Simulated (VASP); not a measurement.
CdSeS3:

```
CELL_PARAMETERS angstrom
5.15737 0.00000 0.00000
0.00000 5.15737 0.00000
0.00000 0.00000 5.15737
ATOMIC_POSITIONS crystal
Cd 0.00000 0.00000 0.00000
Se 0.50000 0.50000 0.50000
S 0.50000 0.50000 0.00000
S 0.00000 0.50000 0.50000
S 0.50000 0.00000 0.50000
```

```yaml
Program: VASP 6.6.1
Task: relaxation of cell and atoms
Functional: PBE
Potentials_or_basis: VASP PAW PBE potentials, release 64 (Cd, Se, S)
Cutoff: 600 eV
k_mesh: 4 × 4 × 4
Occupations: gaussian, width 0.1 eV
Spin: no spin polarisation
```

At the start: pressure -6.3 GPa; volume 27.44 Å³/atom.

**Question.** How do energy, volume and symmetry change on relaxing?

**Answer.** Over 3 steps the energy falls by 119.3 meV/atom and the volume is 22.50 Å³/atom (-18.0 %); space group Pm-3m (No. 221, to 0.05 Å).

The path:
| step | energy change (eV) | largest force (eV/Å) | pressure (GPa) | volume (Å³) |
| --- | --- | --- | --- | --- |
| 1 | 0.0000 | 0.0000 | -6.28 | 137.18 |
| 2 | -0.5692 | 0.0000 | -1.90 | 116.91 |
| 3 | -0.5963 | 0.0000 | 0.00 | 112.52 |

Final structure:
```yaml
crystal:
  lattice:
    - [4.82772, 0.00000, 0.00000]
    - [0.00000, 4.82772, 0.00000]
    - [0.00000, 0.00000, 4.82772]
  atoms:
    - { symbol: Cd, position: [0.00000, 0.00000, 0.00000] }
    - { symbol: Se, position: [0.50000, 0.50000, 0.50000] }
    - { symbol: S, position: [0.50000, 0.50000, 0.00000] }
    - { symbol: S, position: [0.00000, 0.50000, 0.50000] }
    - { symbol: S, position: [0.50000, 0.00000, 0.50000] }
```

Caveat: the volume moved by over 15 % at a fixed basis, so the end points are rough.
